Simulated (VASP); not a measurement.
Crystal: Sn2C3.

```
CELL_PARAMETERS angstrom
3.61324 2.08610 2.54168
-3.61324 2.08610 2.54168
0.00000 -4.17221 2.54168
ATOMIC_POSITIONS crystal
Sn 0.31373 0.31373 0.31373
Sn 0.68627 0.68627 0.68627
C 0.50000 0.00000 0.50000
C 0.50000 0.50000 0.00000
C 0.00000 0.50000 0.50000
```

The cell was built from a structure type or drawn by symmetry, and may not be a known phase.

```yaml
Program: VASP 6.6.1
Task: relaxation of cell and atoms
Functional: PBE
Potentials_or_basis: VASP PAW PBE potentials, release 64 (Sn_d, C)
Cutoff: 600 eV
k_mesh: 4 × 4 × 4
Occupations: gaussian, width 0.2 eV
Spin: no spin polarisation
```

At the start: pressure -1.4 GPa; volume 22.99 Å³/atom.

Question: How do energy, volume and symmetry change on relaxing?

Answer: Over 20 steps the energy falls by 395.9 meV/atom and the volume is 16.82 Å³/atom (-26.9 %); space group R-3m (No. 166, to 0.1 Å) before and after.

Step by step:
```
step  energy change (eV)  largest force (eV/Å)  pressure (GPa)  volume (Å³)
   1              0.0000                0.9045           -1.36       114.95
   2             -0.0866                0.7044           -0.46       111.73
   3             -0.1287                0.7306            3.41       103.40
   4             -0.1400                0.6278            2.23       105.48
   5             -0.1845                0.6257            1.73       105.03
   6             -0.3333                0.7284            0.29       103.64
   7             -0.7325                0.9687           -2.58       100.83
   8             -1.6080                0.2228           -7.90        95.09
   9             -1.5304                1.8776           -7.96        93.42
  10             -1.6183                0.4148           -7.98        94.80
  11             -1.6538                0.9934           -7.62        93.24
  12             -1.6542                1.0629           -7.56        93.08
  13             -1.7042                1.0046           -6.91        92.10
  14             -1.8241                0.8194           -4.60        89.19
  15             -1.9067                0.3732            1.50        83.57
  16             -1.9093                0.4530            0.39        84.43
  17             -1.9217                0.4275            0.37        84.37
  18             -1.9525                0.3399            0.37        84.18
  19             -1.9784                0.1171            0.44        83.76
  20             -1.9796                0.0338            0.17        84.08
```

Final structure:
```cif
data_structure
_symmetry_space_group_name_H-M 'P 1'
_symmetry_Int_Tables_number 1
_cell_length_a 4.4834
_cell_length_b 4.4834
_cell_length_c 4.4834
_cell_angle_alpha 101.277
_cell_angle_beta 101.277
_cell_angle_gamma 101.277
_cell_volume 84.08
loop_
_atom_site_label
_atom_site_type_symbol
_atom_site_fract_x
_atom_site_fract_y
_atom_site_fract_z
_atom_site_occupancy
Sn1 Sn 0.22530 0.22530 0.22530 1
Sn2 Sn 0.77470 0.77470 0.77470 1
C1 C 0.50000 0.00000 0.50000 1
C2 C 0.50000 0.50000 0.00000 1
C3 C 0.00000 0.50000 0.50000 1
```

Caveat: the volume moved by over 15 % at a fixed basis, so the end points are rough; the relaxation stopped at a loose force limit of 0.08 eV/Å, so its end isn't a converged minimum.
